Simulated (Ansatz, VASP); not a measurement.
# One calculation of AgO2, two programs

```
CELL_PARAMETERS angstrom
-2.44712 2.44712 3.03418
2.44712 -2.44712 3.03418
2.44712 2.44712 -3.03418
ATOMIC_POSITIONS crystal
Ag 0.25000 0.25000 0.00000
Ag 0.75000 0.75000 0.00000
O 0.59808 0.09808 0.69617
O 0.09808 0.40192 0.50000
O 0.40192 0.90192 0.30383
O 0.90192 0.59808 0.50000
```

Change from the starting cell: species swapped into the TiSb2 type (I4/mcm, No. 140).

Alike in both runs: functional PBE; k mesh 10 × 10 × 10; occupations gaussian, width 0.1 eV; no spin polarisation.

Ansatz relaxed the structure, and its values are those at the end. VASP's run is a single point on that final structure, the one shown.

```csv
,VASP,Ansatz
version,VASP 6.6.1,Ansatz 0.2.0
potentials or method,"VASP PAW PBE potentials, release 64 (Ag, O), cutoff 520 eV","scalar-relativistic, plane waves, PAW"
valence electrons in the cell,46,62
```

|  | VASP | Ansatz | Ansatz less VASP |
| --- | --- | --- | --- |
| gap on the k mesh at the Fermi level (eV) | none | none | - |
| pressure (GPa) | 0.3 | 0.0 | -0.32 |
| rms of the force components (eV/Å) | 0.174 | 0.001 | -0.1729 |

A gap of «none» marks a metal or a gap that the smearing closes. One of these differences is far larger than is usual between the two programs; its cause wasn't traced. The functional is the same, so the differences come from potentials, cutoffs and numerics. VASP's potentials hold 46 valence electrons a cell and Ansatz's 62, so a difference there can come from the potentials and not from the codes.
